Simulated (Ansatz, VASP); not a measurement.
## SrCl2: VASP beside Ansatz

```
Sr Cl
1.0
     0.00000    3.55521    3.48550
     3.41579    0.00000    3.48550
     3.41579    3.55521    0.00000
Sr Cl
1 2
Direct
  0.00000 0.00000 0.00000
  0.25000 0.25000 0.25000
  0.75000 0.75000 0.75000
```

Change from the starting cell: strain -0.0200 x Voigt [1, -1, 0, 0, 0, 0], atoms carried along.

Alike in both runs: task single point; functional r2SCAN; k mesh 6 × 6 × 6; occupations gaussian, width 0.05 eV; no spin polarisation.

|  | VASP | Ansatz |
| --- | --- | --- |
| version | VASP 6.6.1 | Ansatz 0.2.0 |
| potentials or method | VASP PAW PBE potentials, release 64 (Sr_sv, Cl), cutoff 520 eV | scalar-relativistic, plane waves, PAW |
| valence electrons in the cell | 24 | 24 |

|  | VASP | Ansatz | Ansatz less VASP |
| --- | --- | --- | --- |
| gap on the k mesh at the Fermi level (eV) | 5.79 | 5.79 | 0.000 |
| least direct gap on the mesh (eV) | 5.84 | 5.84 | -0.001 |
| pressure (GPa) | 0.5 | 0.4 | -0.04 |
| traceless stress, the component that is largest in VASP (GPa) | 1.12 | 1.12 | +0.007 |

VASP's potentials were made for PBE, not for r2SCAN. The functional is the same, so the differences come from potentials, cutoffs and numerics.
